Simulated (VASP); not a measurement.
# Cs2BaP2 (P-3m1) in VASP: notebook, part 2 of 2

VASP 6.6.1. Earlier steps stand in the parts before.

## 5. Single point, PBE

This run uses another cell than the first one, of 43.24 Å³/atom.

INCAR reads:

```
  PREC = Accurate
  ENCUT = 520
  EDIFF = 1E-6
  ISMEAR = 0
  SIGMA = 0.1
  LREAL = False
  LASPH = True
  NELM = 80
  ALGO = Normal
  ISIF = 2
  LWAVE = False
  LCHARG = False
  GGA = PE
  NBANDS = 27
```

KPOINTS reads:

```
Automatic mesh
0
Gamma
  12 12 6
```

POSCAR reads:

```
Cs2BaP2
1.0
    5.3253132421      0.0000000000      0.0000000000
   -2.6626566210      4.6118565507      0.0000000000
    0.0000000000      0.0000000000      8.8038969930
Cs Ba P
2 1 2
Direct
    0.3333333333      0.6666666667      0.3260691197
    0.6666666667      0.3333333333      0.6739308803
    0.0000000000      0.0000000000      0.0000000000
    0.3333333333      0.6666666667      0.8535860992
    0.6666666667      0.3333333333      0.1464139008
```

Potentials or basis: VASP PAW PBE potentials, release 64 (Cs_sv, Ba_sv, P).

Command:

```bash
$ cat potpaw_PBE.64/Cs_sv/POTCAR potpaw_PBE.64/Ba_sv/POTCAR potpaw_PBE.64/P/POTCAR > POTCAR
$ mpirun -np 1 vasp_std > vasp.out
```

OUTCAR:

```text
PREC = Accurate
   ENCUT = 520
   EDIFF = 1E-6
   ISMEAR = 0
   LREAL = False
   LASPH = True
   NELM = 80
   ISIF = 2
   GGA = PE

 ion  position               nearest neighbor table
   1  0.333  0.667  0.326-
   2  0.667  0.333  0.674-
   3  0.000  0.000  0.000-   4 3.33   5 3.33   4 3.33   5 3.33   5 3.33   4 3.33
   4  0.333  0.667  0.854-   3 3.33   3 3.33   3 3.33
   5  0.667  0.333  0.146-   3 3.33   3 3.33   3 3.33

  LATTYP: Found a hexagonal cell.
[... 922 lines left out ...]
  --------------------------------------------------------------------------------------
  -------------------------------------------------------------------------------------
  Total        0.3003031      0.3003031      0.2192732      0.0000000     -0.0000000     -0.0000000
  in kB        2.2252276      2.2252276      1.6248009      0.0000000     -0.0000000     -0.0000000
  external PRESSURE =       2.0250853 kB  Pullay stress =       0.0000000 kB

 VOLUME and BASIS-vectors are now :
 -----------------------------------------------------------------------------
  energy-cutoff  :      520.00
  volume of cell :      216.22
      direct lattice vectors                 reciprocal lattice vectors
     5.325313242  0.000000000  0.000000000     0.187782381  0.108416208  0.000000000
    -2.662656621  4.611856551  0.000000000     0.000000000  0.216832416  0.000000000
     0.000000000  0.000000000  8.803896993     0.000000000  0.000000000  0.113586063

 POSITION                                       TOTAL-FORCE (eV/Angst)
 -----------------------------------------------------------------------------------
     -0.00000      3.07457      2.87068        -0.000000      0.000000      0.025345
      2.66266      1.53729      5.93322         0.000000      0.000000     -0.025345
      0.00000      0.00000      0.00000         0.000000      0.000000      0.000000
     -0.00000      3.07457      7.51488         0.000000      0.000000     -0.020568
      2.66266      1.53729      1.28901        -0.000000     -0.000000      0.020568
 -----------------------------------------------------------------------------------
    total drift:                                0.000000     -0.000000     -0.000000

  FREE ENERGIE OF THE ION-ELECTRON SYSTEM (eV)
  ---------------------------------------------------
  free  energy   TOTEN  =       -15.3699981531 eV

  energy  without entropy=      -15.3307549520  energy(sigma->0) =      -15.35037655
```

OSZICAR:

```text
N       E                     dE             d eps       ncg     rms          rms(c)
DAV:   1     0.247578036699E+03    0.24758E+03   -0.15191E+04  5400   0.116E+03
DAV:   2     0.606127417965E+01   -0.24152E+03   -0.23615E+03  7538   0.199E+02
DAV:   3    -0.168496025177E+02   -0.22911E+02   -0.22770E+02  6837   0.664E+01
DAV:   4    -0.174197177977E+02   -0.57012E+00   -0.56922E+00  8253   0.106E+01
DAV:   5    -0.174267319378E+02   -0.70141E-02   -0.70127E-02  7232   0.103E+00    0.518E+00
DAV:   6    -0.157739693055E+02    0.16528E+01   -0.30060E+00  6559   0.538E+00    0.305E+00
DAV:   7    -0.153772259747E+02    0.39674E+00   -0.20222E+00  7069   0.491E+00    0.123E+00
DAV:   8    -0.153791070129E+02   -0.18810E-02   -0.41263E-01  6865   0.216E+00    0.587E-01
DAV:   9    -0.153671195062E+02    0.11988E-01   -0.42963E-02  6972   0.818E-01    0.275E-01
DAV:  10    -0.153698294280E+02   -0.27099E-02   -0.45727E-02  6857   0.720E-01    0.212E-01
DAV:  11    -0.153694462627E+02    0.38317E-03   -0.84191E-03  5928   0.331E-01    0.594E-02
DAV:  12    -0.153698049734E+02   -0.35871E-03   -0.11829E-03  6344   0.112E-01    0.335E-02
DAV:  13    -0.153699743862E+02   -0.16941E-03   -0.27856E-04  5826   0.539E-02    0.141E-02
DAV:  14    -0.153699884234E+02   -0.14037E-04   -0.23905E-05  7074   0.136E-02    0.108E-02
DAV:  15    -0.153699976429E+02   -0.92195E-05   -0.36244E-05  5831   0.205E-02    0.264E-03
DAV:  16    -0.153699981531E+02   -0.51013E-06   -0.31369E-06  5965   0.717E-03
   1 F= -.15369998E+02 E0= -.15350377E+02  d E =-.392432E-01
```

Run time: 13 min. Hardware: 1 thread of Intel Xeon Platinum 8488C (Sapphire Rapids), shared host; peak memory 0.72 GiB.

What came out:

- Free energy: -15.3700 eV
- Pressure: 0.2 GPa
- Largest force: 0.025 eV/Å
- Band gap on the k mesh: zero (bands 19 and 20 overlap by 0.10 eV)

Forces on the atoms (eV/Å):
```
Cs   0.000  0.000  0.025
Cs   0.000  0.000 -0.025
Ba   0.000  0.000  0.000
P    0.000  0.000 -0.021
P    0.000  0.000  0.021
```

Caveat: spin-orbit coupling is left out, which moves the levels of the heavy elements.

## 6. The runs side by side

```tsv
task	cell	k mesh	cutoff (eV)	gap on the mesh (eV)	pressure (GPa)	largest force (eV/Å)
single point	a = 5.151, b = 5.151, c = 8.258 Å, angles 90.0, 90.0, 120.0°, 5 atoms, atomic positions A	6 × 6 × 2	520	none	3.1	1.23
single point	a = 5.372, b = 5.372, c = 8.301 Å, angles 90.0, 90.0, 120.0°, 5 atoms, atomic positions B	6 × 6 × 2	520	none	0.3	0.03
relaxation of cell and atoms	relaxed from a = 5.151, b = 5.151, c = 8.258 Å, angles 90.0, 90.0, 120.0°, 5 atoms, atomic positions A	6 × 6 × 2	600	none	0.0	0.02
single point	a = 5.325, b = 5.325, c = 8.804 Å, angles 90.0, 90.0, 120.0°, 5 atoms, atomic positions C	12 × 12 × 6	520	none	0.2	0.03
```

Alike in all rows: level PBE; potentials or basis VASP PAW PBE potentials, release 64 (Cs_sv, Ba_sv, P); no spin polarisation; smearing gaussian 0.1 eV.

Caveats: some runs use coarse meshes; spin-orbit coupling is left out, which moves the levels of the heavy elements; forces of over 1 eV/Å act on the atoms, so gaps and moduli don't describe the material at rest (at least some runs).

Absolute energies hang on the potentials; compare differences alone.
